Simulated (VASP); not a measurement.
The system is C.

```
CELL_PARAMETERS angstrom
2.13459 -1.23280 0.00000
2.13459 1.23280 0.00000
-0.08152 0.00000 3.32726
ATOMIC_POSITIONS crystal
C 0.33300 0.33300 0.00001
C 0.66700 0.66700 0.99999
```

```yaml
Program: VASP 6.6.1
Task: relaxation of cell and atoms
Functional: PBE
Potentials_or_basis: VASP PAW PBE potentials, release 64 (C)
Cutoff: 600 eV
k_mesh: 8 × 8 × 6
Occupations: gaussian, width 0.1 eV
Spin: no spin polarisation
```

At the start: pressure 2.2 GPa; volume 8.76 Å³/atom.

Question: How do energy, volume and symmetry change on relaxing?

Answer: Over 13 steps the energy falls by 27.9 meV/atom and the volume is 10.58 Å³/atom (+20.8 %); space group C2/m (No. 12, to 0.05 Å).

Step by step:
| step | energy change (eV) | largest force (eV/Å) | pressure (GPa) | volume (Å³) |
| --- | --- | --- | --- | --- |
| 1 | 0.0000 | 0.1564 | 2.18 | 17.51 |
| 2 | -0.0082 | 0.7106 | 2.35 | 17.81 |
| 3 | -0.0082 | 0.7263 | 2.35 | 17.82 |
| 4 | -0.0114 | 0.6868 | 2.27 | 17.90 |
| 5 | -0.0200 | 0.5688 | 2.05 | 18.14 |
| 6 | -0.0332 | 0.3355 | 1.70 | 18.62 |
| 7 | -0.0471 | 0.1190 | 1.29 | 19.59 |
| 8 | -0.0392 | 0.9778 | 0.89 | 21.52 |
| 9 | -0.0491 | 0.4278 | 1.16 | 20.26 |
| 10 | -0.0548 | 0.0406 | 0.16 | 20.83 |
| 11 | -0.0550 | 0.1826 | -0.10 | 21.00 |
| 12 | -0.0557 | 0.0471 | -0.17 | 21.12 |
| 13 | -0.0557 | 0.0137 | -0.19 | 21.16 |

Final structure:
```yaml
crystal:
  lattice:
    - [2.13695, -1.23389, -0.01562]
    - [2.13695, 1.23389, -0.01562]
    - [-0.10591, 0.00000, 4.01232]
  atoms:
    - { symbol: C, position: [0.33336, 0.33336, 0.99999] }
    - { symbol: C, position: [0.66664, 0.66664, 0.00001] }
```

Caveat: the volume moved by over 15 % at a fixed basis, so the end points are rough; this functional lacks dispersion, which binds the layers, so the pressure and a relaxed spacing across them are unreliable.
